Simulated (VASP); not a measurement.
Here is a VASP 6.6.1 calculation.

The input POSCAR:

```
SiO2
1.0
   -2.4719631570      2.4719631570      3.6578428214
    2.4719631570     -2.4719631570      3.6578428214
    2.4719631570      2.4719631570     -3.6578428214
Si O
2 4
Direct
    0.0000000000      0.0000000000      0.0000000000
    0.7500000000      0.2500000000      0.5000000000
    0.9733623208      0.6250000000      0.8483623208
    0.3750000000      0.2233623208      0.3483623208
    0.7766376792      0.1250000000      0.1516376792
    0.8750000000      0.0266376792      0.6516376792
```

INCAR.step1

```
SYSTEM = SiO2
PREC = Accurate
ENCUT = 520
ISMEAR = -1
SIGMA = 0.02
LREAL = .False.
LASPH = .True.
NELM = 80
NBANDS = 25
GGA = PE
ALGO = Normal
EDIFF = 1E-4
LWAVE = .True.
LCHARG = .False.
```

File INCAR.step2:

```
SYSTEM = SiO2
PREC = Accurate
ENCUT = 520
EDIFF = 1E-7
ISMEAR = -1
SIGMA = 0.02
LREAL = .False.
LASPH = .True.
NELM = 80
ALGO = Normal
ISIF = 2
LWAVE = .False.
LCHARG = .False.
METAGGA = R2SCAN
LMIXTAU = .True.
NBANDS = 25
ISTART = 1
```

KPOINTS

```
regular mesh
0
Gamma
  6 6 6
  0 0 0
```

Potentials or basis: VASP PAW PBE potentials, release 64 (Si, O).

Launch:

```sh
$ cat potpaw_PBE.64/Si/POTCAR potpaw_PBE.64/O/POTCAR > POTCAR
$ cp INCAR.step1 INCAR
$ mpirun -np 1 vasp_std > vasp.out
$ cp INCAR.step2 INCAR
$ mpirun -np 1 vasp_std > vasp.out
```

(1) Predict the pressure.

(2) What does it give for the band gap on the k mesh?

## Answers

(1) 0.2 GPa.

(2) 6.56 eV, direct.

Caveat: the PAW data sets were made with another functional, which shifts forces and pressure a little.
